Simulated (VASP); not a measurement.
# C (Im-3m) in VASP: notebook, part 2 of 2

VASP 6.6.1.

## 3. Single point, PBEsol (volume scaled by 0.5)

The input, INCAR:

```
PREC = Accurate ; ENCUT = 520
EDIFF = 1E-7 ; ISMEAR = -1
SIGMA = 0.08 ; LREAL = F
LASPH = T ; NELM = 60
ALGO = Normal ; ISIF = 2
LWAVE = F ; LCHARG = T
GGA = PS ; LELF = T
LVHAR = T ; NBANDS = 8
```

The input, KPOINTS:

```
Automatic mesh
0
Gamma
  22 22 22
```

The input, POSCAR:

```
C
1.0
   -0.9294272400      0.9294272400      0.9294272400
    0.9294272400     -0.9294272400      0.9294272400
    0.9294272400      0.9294272400     -0.9294272400
C
1
Direct
    0.0000000000      0.0000000000      0.0000000000
```

Potentials or basis: VASP PAW PBE potentials, release 64 (C).

On the command line:

```console
$ cat potpaw_PBE.64/C/POTCAR > POTCAR
$ mpirun -np 1 vasp_std > vasp.out
```

OUTCAR:

```text
PREC = Accurate
   ENCUT = 520
   EDIFF = 1E-7
   ISMEAR = -1
   LREAL = F
   LASPH = T
   NELM = 60
   ISIF = 2
   GGA = PS

 ion  position               nearest neighbor table
   1  0.000  0.000  0.000-

  LATTYP: Found a body centered cubic cell.
 ALAT       =     1.8588544800

  Lattice vectors:

 A1 = (  -0.9294272400,   0.9294272400,   0.9294272400)
 A2 = (   0.9294272400,  -0.9294272400,   0.9294272400)
 A3 = (   0.9294272400,   0.9294272400,  -0.9294272400)

Analysis of symmetry for initial positions (statically):
=====================================================================
 Subroutine PRICEL returns:
 Original cell was already a primitive cell.

 Routine SETGRP: Setting up the symmetry group for a
 body centered cubic supercell.

 Subroutine GETGRP returns: Found 48 space group operations
 (whereof 48 operations were pure point group operations)
 out of a pool of 48 trial point group operations.

The static configuration has the point symmetry O_h .

Analysis of symmetry for dynamics (positions and initial velocities):
=====================================================================
 Subroutine PRICEL returns:
 Original cell was already a primitive cell.

 Routine SETGRP: Setting up the symmetry group for a
 body centered cubic supercell.

 Subroutine GETGRP returns: Found 48 space group operations
 (whereof 48 operations were pure point group operations)
 out of a pool of 48 trial point group operations.

The dynamic configuration has the point symmetry O_h .

 Subroutine INISYM returns: Found 48 space group operations
 (whereof 48 operations are pure point group operations),
 and found     1 'primitive' translations

----------------------------------------------------------------------------------------

                                     Primitive cell

  volume of cell :       3.2115
[... 106 lines left out ...]
     AMIX     =   0.40;   BMIX     =  1.00
     AMIX_MAG =   1.60;   BMIX_MAG =  1.00
  volume/ion in A,a.u.               =       3.21        21.67
  Fermi-wavevector in a.u.,A,eV,Ry     =   1.761406  3.328574 42.212763  3.102551
  Thomas-Fermi vector in A             =   2.829982
   LORBIT       =      0    0 simple, 1 ext, 2 COOP (PROOUT), +10 PAW based schemes
   GGA     = PS    functional components
   LHFCALC =     F    Hartree Fock is set to
   AEXX    =    0.0000 exact exchange contribution
   IVDW    =     0    specifies the selected vdW correction
   LEPSILON=     F    determine dielectric tensor
   LRPA    =     F    only Hartree local field effects (RPA)
 non-spin polarized calculation
  energy-cutoff  :      520.00
  volume of cell :        3.21
 maximum number of plane-waves:        96
   NGX =  5   NGY =  5   NGZ =  5

 number of electron       3.9999999 magnetization

 Free energy of the ion-electron system (eV)
  ---------------------------------------------------
  ext. energy  EPLUGINS =         0.00000000
  ---------------------------------------------------
  free energy    TOTEN  =        -2.18105195 eV

  energy without entropy =       -2.17689888  energy(sigma->0) =       -2.17897541

 E-fermi :  22.3558     XC(G=0): -16.9828

 val. band max:       22.3512109191   @ k =  -0.3636  -0.4545   0.0455
 cond. band min:      22.3583484260   @ k =   0.2727   0.2273   0.2273
 fundamental gap:      0.0071375069
 Fermi energy:        22.3557845991

 k-point     1 :       0.0000    0.0000    0.0000
  band No.  band energies     occupation
      1     -10.6461      2.00000
      2      40.4293      0.00000
      3      40.4293      0.00000
      4      40.4293      0.00000
      5      70.0318      0.00000
      6      70.0318      0.00000
      7      70.0318      0.00000
      8      75.9273      0.00000
[... 243 lines left out ...]
 k-point    24 :       0.1364    0.0909    0.0000
  band No.  band energies     occupation
      1      -7.9731      2.00000
      2      33.4721      0.00000
      3      35.0135      0.00000
      4      38.2281      0.00000
      5      59.2164      0.00000
      6      60.6260      0.00000
      7      71.0173      0.00000
      8      78.0934      0.00000

 [... further k-points ...]

------------------------ aborting loop because EDIFF is reached ----------------------------------------

  FORCE on cell =-STRESS in cart. coord.  units (eV):
  Direction    XX          YY          ZZ          XY          YZ          ZX
  --------------------------------------------------------------------------------------
  -------------------------------------------------------------------------------------
  Total       11.2562183     11.2562183     11.2562183      0.0000000     -0.0000000      0.0000000
  in kB     5615.6095985   5615.6095985   5615.6095985      0.0000000     -0.0000000      0.0000000
  external PRESSURE =    5615.6095985 kB  Pullay stress =       0.0000000 kB

 VOLUME and BASIS-vectors are now :
 -----------------------------------------------------------------------------
  energy-cutoff  :      520.00
  volume of cell :        3.21
      direct lattice vectors                 reciprocal lattice vectors
    -0.929427240  0.929427240  0.929427240     0.000000000  0.537965726  0.537965726
     0.929427240 -0.929427240  0.929427240     0.537965726  0.000000000  0.537965726
     0.929427240  0.929427240 -0.929427240     0.537965726  0.537965726  0.000000000

 POSITION                                       TOTAL-FORCE (eV/Angst)
 -----------------------------------------------------------------------------------
      0.00000      0.00000      0.00000         0.000000     -0.000000     -0.000000
 -----------------------------------------------------------------------------------
    total drift:                               -0.000000     -0.000000     -0.000000

  FREE ENERGIE OF THE ION-ELECTRON SYSTEM (eV)
  ---------------------------------------------------
  free  energy   TOTEN  =        -2.1810519465 eV

  energy  without entropy=       -2.1768988829  energy(sigma->0) =       -2.17897541
```

It took 3.6 s on 1 thread of Intel Xeon Platinum 8375C at 2.90GHz (Ice Lake), shared host; peak memory 0.1 GiB.

What came out:

* Free energy: -2.1811 eV
* Pressure: 561.6 GPa
* Band gap on the k mesh: zero (band 2 reaches 40.43 eV, above the bottom of band 3 at 15.49 eV)

Levels at points of the mesh, in eV from the Fermi level:
| k point | band 1 | band 2 | band 3 | band 4 | band 5 | band 6 |
| --- | --- | --- | --- | --- | --- | --- |
| (0.00, 0.00, 0.00) | -33.00 | 18.07 | 18.07 | 18.07 | 47.68 | 47.68 |
| (0.50, 0.00, 0.00) | -18.93 | -11.39 | 7.91 | 13.92 | 29.77 | 35.26 |
| (0.50, 0.50, 0.50) | -4.52 | -4.52 | -4.52 | 11.35 | 11.35 | 13.29 |

Caveat: the PAW data sets were made with another functional, which shifts forces and pressure a little.
